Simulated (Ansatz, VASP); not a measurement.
# Two plane-wave programs on In2P

```
In P
1.0
     5.41530    0.00000    0.00000
    -2.70765    4.68979    0.00000
     0.00000    0.00000    2.82543
In P
2 1
Direct
  0.33333 0.66667 0.50000
  0.66667 0.33333 0.50000
  0.00000 0.00000 0.00000
```

Alike in both runs: functional PBE; k mesh 6 × 6 × 6; occupations gaussian, width 0.1 eV; no spin polarisation.

Ansatz relaxed the structure, and its values are those at the end. VASP's run is a single point on that final structure, the one shown.

```csv
,VASP,Ansatz
version,VASP 6.6.1,Ansatz 0.2.0
potentials or method,"VASP PAW PBE potentials, release 64 (In_d, P), cutoff 520 eV","scalar-relativistic, plane waves, PAW"
valence electrons in the cell,31,31
```

```csv
,VASP,Ansatz,Ansatz less VASP
gap on the k mesh at the Fermi level (eV),none,none,-
pressure (GPa),0.0,0.1,+0.04
```

A gap of «none» marks a metal or a gap that the smearing closes. The functional is the same, so the differences come from potentials, cutoffs and numerics.

The k mesh is coarse, so the values compare programs but aren't converged.
